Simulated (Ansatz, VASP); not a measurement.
FeO in VASP and in Ansatz

INCAR

```
PREC = Accurate
ENCUT = 520
EDIFF = 1E-8
ISMEAR = -1
SIGMA = 0.03
LREAL = F
LASPH = T
NELM = 150
ALGO = Normal
ISIF = 2
LWAVE = F
LCHARG = F
ISPIN = 2
MAGMOM = 3 0
LORBIT = 11
LMAXMIX = 4
GGA = PE
LEFG = T
NBANDS = 18
```

The input KPOINTS:

```
regular mesh
0
Gamma
  15 15 15
```

POSCAR

```
FeO
1.0
    0.0000000000      2.1188607378      2.1188607378
    2.1188607378      0.0000000000      2.1188607378
    2.1188607378      2.1188607378      0.0000000000
Fe O
1 1
Direct
    0.0000000000      0.0000000000      0.0000000000
    0.5000000000      0.5000000000      0.5000000000
```

Input for Ansatz:

```yaml
crystal:
  lattice:
    - [0.0, 2.1188607378, 2.1188607378]
    - [2.1188607378, 0.0, 2.1188607378]
    - [2.1188607378, 2.1188607378, 0.0]
  atoms:
    - { symbol: Fe, position: [0.0, 0.0, 0.0], spin: 3.0 }
    - { symbol: O, position: [0.5, 0.5, 0.5] }
magnetization:
  spin_polarized: true
kpoints:
  mp_grid: { grid: [15, 15, 15] }
scf:
  occupations: { method: fermi_dirac, width: 0.03 }
hamiltonian:
  xc: pbe
  pseudopotentials: { kind: paw }
output:
  forces: true
  stress: true
  eigenvalues: true
  efg: { contact_densities: true }
```

Change from the starting cell: volume scaled by 0.95, PAW files.

Alike in both runs: task electric field gradients; functional PBE; k mesh 15 × 15 × 15; occupations fermi-dirac, width 0.03 eV; collinear spin.

|  | VASP | Ansatz |
| --- | --- | --- |
| version | VASP 6.6.1 | Ansatz 0.2.0 |
| potentials or method | VASP PAW PBE potentials, release 64 (Fe, O) | PAW with Ansatz's default frozen-core files, scalar-relativistic |
| plane-wave cutoff (eV) | 520 | 420 |
| valence electrons in the cell | 14 | 22 |

VASP gave:

```
pressure (GPa)                                                : 10.6
net moment per atom (μB)                                      : 2.00
size of the moment on the site where the two differ most (μB) : 3.61
```

Q: What did Ansatz give for the same quantities?

A: Pressure (GPa): 10.3; net moment per atom (μB): 2.00; size of the moment on the site where the two differ most (μB): 3.43.

Site moments also hang on the region over which each program counts them. VASP's potentials hold 14 valence electrons a cell and Ansatz's 22, so a difference there can come from the potentials and not from the codes.
